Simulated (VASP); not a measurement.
# Cu (P6_3/mmc) in VASP: single point with PBEsol

Aim: the single point of Cu with PBEsol.

Everything below comes from runs of VASP 6.6.1. Logs are shortened: lines on timing, memory, paths and dates and some standing lists are left out, and cuts for length are marked.

**1. The cell of the first run**

The structure is hexagonal, space group P6_3/mmc (No. 194). The conventional cell has a = 2.520 Å, b = 2.520 Å, c = 8.233 Å, α = 90.00°, β = 90.00°, γ = 120.00°. Cu (site symmetry -3m) has 12 Cu at 2.52 Å within 3.3 Å. Within 3.3 Å of Cu (site symmetry -6m2) lie 12 Cu at 2.52 Å.

This isn't the form of Cu at room conditions, which is fcc.

**2. Single point, PBEsol**

Input file INCAR:

```
PREC = Accurate
ENCUT = 600
EDIFF = 1E-6
ISMEAR = 0
SIGMA = 0.15
LREAL = F
LASPH = T
NELM = 120
ALGO = Normal
ISIF = 2
LWAVE = F
LCHARG = F
GGA = PS
NBANDS = 54
GGA_COMPAT = F
```

Input file KPOINTS:

```
Automatic mesh
0
Gamma
  17 17 3
```

Input file POSCAR:

```
Cu
1.0
   -2.5195435222      0.0000000000      0.0000000000
   -1.2597717611     -2.1819886961      0.0000000000
    0.0000000000      0.0000000000     16.4659939893
Cu
8
Direct
    0.0000000000      0.0000000000      0.0000000000
    0.0000000000      0.0000000000      0.5000000000
    0.3333333333      0.3333333333      0.1250000000
    0.3333333333      0.3333333333      0.6250000000
    1.0000000000      1.0000000000      0.2500000000
    1.0000000000      1.0000000000      0.7500000000
    0.6666666667      0.6666666667      0.3750000000
    0.6666666667      0.6666666667      0.8750000000
```

Potentials or basis: VASP PAW PBE potentials, release 64 (Cu).

Launch:

```sh
$ cat potpaw_PBE.64/Cu/POTCAR > POTCAR
$ mpirun -np 1 vasp_std > vasp.out
```

OUTCAR:

```text
PREC = Accurate
   ENCUT = 600
   EDIFF = 1E-6
   ISMEAR = 0
   LREAL = F
   LASPH = T
   NELM = 120
   ISIF = 2
   GGA = PS

 ion  position               nearest neighbor table
   1  0.000  0.000  0.000-   3 2.52   8 2.52   8 2.52   3 2.52   8 2.52   3 2.52
   2  0.000  0.000  0.500-   4 2.52   7 2.52   7 2.52   4 2.52   7 2.52   4 2.52
   3  0.333  0.333  0.125-   1 2.52   5 2.52   1 2.52   5 2.52   1 2.52   5 2.52
   4  0.333  0.333  0.625-   2 2.52   6 2.52   2 2.52   6 2.52   2 2.52   6 2.52
   5  0.000  0.000  0.250-   3 2.52   7 2.52   7 2.52   3 2.52   7 2.52   3 2.52
   6  0.000  0.000  0.750-   4 2.52   8 2.52   8 2.52   4 2.52   8 2.52   4 2.52
   7  0.667  0.667  0.375-   2 2.52   5 2.52   2 2.52   5 2.52   2 2.52   5 2.52
   8  0.667  0.667  0.875-   1 2.52   6 2.52   1 2.52   6 2.52   1 2.52   6 2.52

  LATTYP: Found a hexagonal cell.
 ALAT       =     2.5195435221
 C/A-ratio  =     6.5353084178

  Lattice vectors:

 A1 = (   1.2597717611,   2.1819886961,   0.0000000000)
 A2 = (  -2.5195435222,   0.0000000000,   0.0000000000)
 A3 = (   0.0000000000,   0.0000000000,  16.4659939893)

Analysis of symmetry for initial positions (statically):
=====================================================================
 Subroutine PRICEL returns following result:

  LATTYP: Found a hexagonal cell.
 ALAT       =     2.5195435221
 C/A-ratio  =     3.2676542089

  Lattice vectors:

 A1 = (   1.2597717611,   2.1819886961,   0.0000000000)
 A2 = (  -2.5195435222,   0.0000000000,   0.0000000000)
 A3 = (   0.0000000000,   0.0000000000,   8.2329969946)

   2 primitive cells build up your supercell.

 Routine SETGRP: Setting up the symmetry group for a
 hexagonal supercell.

 Subroutine GETGRP returns: Found 24 space group operations
 (whereof 12 operations were pure point group operations)
 out of a pool of 24 trial point group operations.

The static configuration has the point symmetry D_3d.
 The point group associated with its full space group is D_6h.

Analysis of symmetry for dynamics (positions and initial velocities):
=====================================================================
 Subroutine PRICEL returns following result:

  LATTYP: Found a hexagonal cell.
 ALAT       =     2.5195435221
 C/A-ratio  =     3.2676542089

  Lattice vectors:

 A1 = (   1.2597717611,   2.1819886961,   0.0000000000)
 A2 = (  -2.5195435222,   0.0000000000,   0.0000000000)
 A3 = (   0.0000000000,   0.0000000000,   8.2329969946)

   2 primitive cells build up your supercell.

 Routine SETGRP: Setting up the symmetry group for a
 hexagonal supercell.

 Subroutine GETGRP returns: Found 24 space group operations
 (whereof 12 operations were pure point group operations)
 out of a pool of 24 trial point group operations.

The dynamic configuration has the point symmetry D_3d.
 The point group associated with its full space group is D_6h.

 Subroutine INISYM returns: Found 24 space group operations
 (whereof 12 operations are pure point group operations),
 and found     2 'primitive' translations

----------------------------------------------------------------------------------------

                                     Primitive cell

  volume of cell :      45.2619

  direct lattice vectors                    reciprocal lattice vectors
     1.259771761  2.181988696  0.000000000     0.000000000  0.458297516  0.000000000
    -2.519543522  0.000000000  0.000000000    -0.396897292  0.229148758  0.000000000
     0.000000000  0.000000000  8.232996995     0.000000000  0.000000000  0.121462452

  length of vectors
     2.519543522  2.519543522  8.232996995     0.458297516  0.458297516  0.121462452

  position of ions in fractional coordinates (direct lattice)
     0.000000000  0.000000000  0.000000000
     0.666666667  0.333333333  0.250000000
     0.000000000  0.000000000  0.500000000
     0.333333333  0.666666667  0.750000000

  ion indices of the primitive-cell ions
   primitive index   ion index
                 1           1
                 2           3
                 3           5
                 4           8

----------------------------------------------------------------------------------------

 KPOINTS: Automatic mesh

Automatic generation of k-mesh.
 Grid dimensions read from file:
 generate k-points for:   17   17    3

 Generating k-lattice:

  Cartesian coordinates                     Fractional coordinates (reciprocal lattice)
    -0.023346900  0.013479339  0.000000000     0.058823529 -0.000000000  0.000000000
     0.000000000 -0.026958677  0.000000000     0.000000000  0.058823529  0.000000000
     0.000000000  0.000000000  0.020243742     0.000000000  0.000000000  0.333333333

  Length of vectors
     0.026958677  0.026958677  0.020243742

  Shift w.r.t. Gamma in fractional coordinates (k-lattice)
     0.000000000  0.000000000  0.000000000

 Subroutine IBZKPT returns following result:
 ===========================================

 Found     66 irreducible k-points:

 Following reciprocal coordinates:
            Coordinates               Weight
  0.000000  0.000000  0.000000      1.000000
  0.058824  0.000000  0.000000      6.000000
  0.117647  0.000000  0.000000      6.000000
  0.176471  0.000000  0.000000      6.000000
  0.235294  0.000000  0.000000      6.000000
  0.294118 -0.000000  0.000000      6.000000
[... 16 lines left out ...]
 -0.470588  0.117647  0.000000     12.000000
  0.352941  0.176471  0.000000      6.000000
 [... further k-points ...]
   k-points           NKPTS =     66   k-points in BZ     NKDIM =     66   number of bands    NBANDS=     54
   number of dos      NEDOS =    301   number of ions     NIONS =      8
   total plane-waves  NPLWV =  56000
   dimension x,y,z NGX =    20 NGY =   20 NGZ =  140
   dimension x,y,z NGXF=    40 NGYF=   40 NGZF=  280
   ions per type =               8
   NGX,Y,Z   is equivalent  to a cutoff of  13.20, 13.20, 14.13 a.u.
   NGXF,Y,Z  is equivalent  to a cutoff of  26.39, 26.39, 28.27 a.u.
 SYSTEM =  unknown system
   PREC   = accura    normal or accurate (medium, high low for compatibility)
   ISTART =      0    job   : 0-new  1-cont  2-samecut
   ICHARG =      2    charge: 1-file 2-atom 10-const
   ISPIN  =      1    spin polarized calculation?
   LNONCOLLINEAR =      F non collinear calculations
   LSORBIT =      F    spin-orbit coupling
   LASPH  =      T    aspherical Exc in radial PAW
   ENCUT  =  600.0 eV  44.10 Ry    6.64 a.u.   5.03  5.03 32.89*2*pi/ulx,y,z
   NELM   =    120;   NELMIN=  2; NELMDL= -5     # of ELM steps
   EDIFF  = 0.1E-05   stopping-criterion for ELM
   LREAL  =      F    real-space projection
   EDIFFG = 0.1E-04   stopping-criterion for IOM
   NSW    =      0    number of steps for IOM
   IBRION =     -1    ionic relax: 0-MD 1-quasi-New 2-CG
   NFREE  =      0    steps in history (QN), initial steepest desc. (CG)
   ISIF   =      2    stress and relaxation
   ISYM   =      2    0-nonsym 1-usesym 2-fastsym
   POTIM  = 0.5000    time-step for ionic-motion
   TEBEG  =    0.0;   TEEND  =   0.0 temperature during run
   PSTRESS=    0.0 pullay stress
   NELECT =      88.0000    total number of electrons
   NUPDOWN=      -1.0000    fix difference up-down
   EMIN   =  10.00;   EMAX   =-10.00  energy-range for DOS
   EFERMI =   0.00;   METHOD = LEGACY
   ISMEAR =     0;   SIGMA  =   0.15  broadening in eV -4-tet -1-fermi 0-gaus
   EFERMI_NEDOS =   21; number of points for ismear=-14 and -15
   IALGO  =     38    algorithm
   IMIX   =      4    mixing-type and parameters
     AMIX     =   0.40;   BMIX     =  1.00
     AMIX_MAG =   1.60;   BMIX_MAG =  1.00
  volume/ion in A,a.u.               =      11.32        76.36
  Fermi-wavevector in a.u.,A,eV,Ry     =   1.621741  3.064647 35.783939  2.630045
  Thomas-Fermi vector in A             =   2.715468
   LORBIT       =      0    0 simple, 1 ext, 2 COOP (PROOUT), +10 PAW based schemes
   GGA     = PS    functional components
   LHFCALC =     F    Hartree Fock is set to
   AEXX    =    0.0000 exact exchange contribution
   IVDW    =     0    specifies the selected vdW correction
   LEPSILON=     F    determine dielectric tensor
   LRPA    =     F    only Hartree local field effects (RPA)
 non-spin polarized calculation
 Gauss-broadening in eV      SIGMA  =   0.15
  energy-cutoff  :      600.00
  volume of cell :       90.52
 maximum number of plane-waves:      3062
   NGX =  9   NGY =  9   NGZ = 65

 number of electron      88.0000025 magnetization

 Free energy of the ion-electron system (eV)
  ---------------------------------------------------
  ext. energy  EPLUGINS =         0.00000000
  ---------------------------------------------------
  free energy    TOTEN  =       -34.44434355 eV

  energy without entropy =      -34.41501151  energy(sigma->0) =      -34.42967753

 E-fermi :   7.9886     XC(G=0): -13.1600

 val. band max:        7.9833574548   @ k =  -0.4706   0.1176   0.0000
 cond. band min:       8.0071847598   @ k =   0.1176   0.0588   0.0000
 fundamental gap:      0.0238273049
 Fermi energy:         7.9886475310

 k-point     1 :       0.0000    0.0000    0.0000
  band No.  band energies     occupation
      1      -1.7801      2.00000
      2      -1.2000      2.00000
      3      -1.2000      2.00000
      4       0.3995      2.00000
      5       0.4025      2.00000
      6       2.1438      2.00000
[... 46 lines left out ...]
     53      20.7047      0.00000
     54      27.1793      0.00000

 k-point     2 :       0.0588    0.0000    0.0000
  band No.  band energies     occupation
      1      -1.6644      2.00000
      2      -1.0872      2.00000
      3      -1.0872      2.00000
      4       0.5028      2.00000
      5       0.5058      2.00000
      6       2.2286      2.00000
[... 46 lines left out ...]
     53      20.7943      0.00000
     54      27.2500      0.00000
[... 1195 lines left out ...]
     53      15.6195      0.00000
     54      15.6195      0.00000

 k-point    24 :       0.3529    0.1765    0.0000
  band No.  band energies     occupation
      1       1.0718      2.00000
      2       1.4979      2.00000
      3       1.4979      2.00000
      4       2.5437      2.00000
      5       2.5485      2.00000
      6       3.4926      2.00000
[... 46 lines left out ...]
     53      18.4976      0.00000
     54      19.0012      0.00000

 [... further k-points ...]

------------------------ aborting loop because EDIFF is reached ----------------------------------------

  FORCE on cell =-STRESS in cart. coord.  units (eV):
  Direction    XX          YY          ZZ          XY          YZ          ZX
  --------------------------------------------------------------------------------------
  -------------------------------------------------------------------------------------
  Total        0.2784181      0.2784181      0.9914016      0.0000000      0.0000000      0.0000000
  in kB        4.9277162      4.9277162     17.5467980      0.0000000      0.0000000      0.0000000
  external PRESSURE =       9.1340768 kB  Pullay stress =       0.0000000 kB

 VOLUME and BASIS-vectors are now :
 -----------------------------------------------------------------------------
  energy-cutoff  :      600.00
  volume of cell :       90.52
      direct lattice vectors                 reciprocal lattice vectors
    -2.519543522  0.000000000  0.000000000    -0.396897292  0.229148758  0.000000000
    -1.259771761 -2.181988696  0.000000000     0.000000000 -0.458297516  0.000000000
     0.000000000  0.000000000 16.465993989     0.000000000  0.000000000  0.060731226

 POSITION                                       TOTAL-FORCE (eV/Angst)
 -----------------------------------------------------------------------------------
      0.00000      0.00000      0.00000         0.000000     -0.000000      0.000000
      0.00000      0.00000      8.23300         0.000000     -0.000000      0.000000
     -1.25977     -0.72733      2.05825        -0.000000      0.000000     -0.000000
     -1.25977     -0.72733     10.29125        -0.000000      0.000000     -0.000000
      0.00000      0.00000      4.11650         0.000000     -0.000000      0.000000
      0.00000      0.00000     12.34950         0.000000     -0.000000      0.000000
     -2.51954     -1.45466      6.17475         0.000000     -0.000000     -0.000000
     -2.51954     -1.45466     14.40774        -0.000000     -0.000000     -0.000000
 -----------------------------------------------------------------------------------
    total drift:                                0.000000      0.000000      0.000000

  FREE ENERGIE OF THE ION-ELECTRON SYSTEM (eV)
  ---------------------------------------------------
  free  energy   TOTEN  =       -34.4443435459 eV

  energy  without entropy=      -34.4150115088  energy(sigma->0) =      -34.42967753
```

Run time: 4.2 min. Hardware: 1 thread of Intel Xeon Platinum 8488C (Sapphire Rapids), shared host; peak memory 0.39 GiB.

What came out:

```
Free energy            : -34.4443 eV
Pressure               : 0.9 GPa
Band gap on the k mesh : zero (bands 44 and 45 overlap by 4.81 eV)
```

Caveat: the PAW data sets were made with another functional, which shifts forces and pressure a little.
